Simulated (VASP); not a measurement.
Set up this calculation in VASP 6.6.1, as the native input.

```
Task                   : relaxation of cell and atoms
Functional             : PBE
Potentials or basis    : VASP PAW PBE potentials, release 64 (Nb_sv)
Cutoff                 : 600 eV
k mesh                 : 16 × 16 × 9
Occupations            : fermi-dirac, width 0.05 eV
Spin                   : no spin polarisation
Dipole correction      : no
Further INCAR settings : ALGO = Normal; EDIFF = 1e-06; IBRION = 2; EDIFFG = -0.005; NSW = 60; ISIF = 3
```

The structure of Nb lies in POSCAR:

```
Nb
1.0
    2.9563926124      0.0000000000      0.0000000000
   -1.4781963062      2.5603111058      0.0000000000
    0.0000000000      0.0000000000      4.7893560320
Nb
2
Direct
    0.3333333333      0.6666666667      0.2500000000
    0.6666666667      0.3333333333      0.7500000000
```

This isn't the form of Nb at room conditions, which is bcc.

The input as run:

INCAR

```
SYSTEM = Nb
PREC = Accurate ; ENCUT = 600
EDIFF = 1E-6 ; ISMEAR = -1
SIGMA = 0.05 ; LREAL = .False.
LASPH = .True. ; NELM = 60
ALGO = Normal ; ISIF = 3
LWAVE = .False. ; LCHARG = .False.
GGA = PE ; IBRION = 2
NSW = 60 ; EDIFFG = -0.005
```

KPOINTS

```
regular mesh
0
Gamma
  16 16 9
  0 0 0
```

Potentials or basis: VASP PAW PBE potentials, release 64 (Nb_sv).

The run is started by

```sh
$ cat potpaw_PBE.64/Nb_sv/POTCAR > POTCAR
$ mpirun -np 1 vasp_std > vasp.out
```

Results of the run:

- Relaxed volume: 18.63 Å³/atom
- Relaxed cell: a = 2.867 Å, b = 2.867 Å, c = 5.235 Å, α = 90.00°, β = 90.00°, γ = 120.00°
- Space group after relaxing (to 0.1 Å): P6_3/mmc (No. 194)
- Energy gained by relaxing: 68.1 meV/atom
- Ionic steps: 13
- Pressure after relaxing: 0.0 GPa
- Band gap on the k mesh: zero (bands 13 and 14 overlap by 2.39 eV)

Wall time 8.8 min on 1 thread of AMD EPYC 9R45 96-Core Processor (Zen 5) (shared host), peak memory 0.21 GiB.
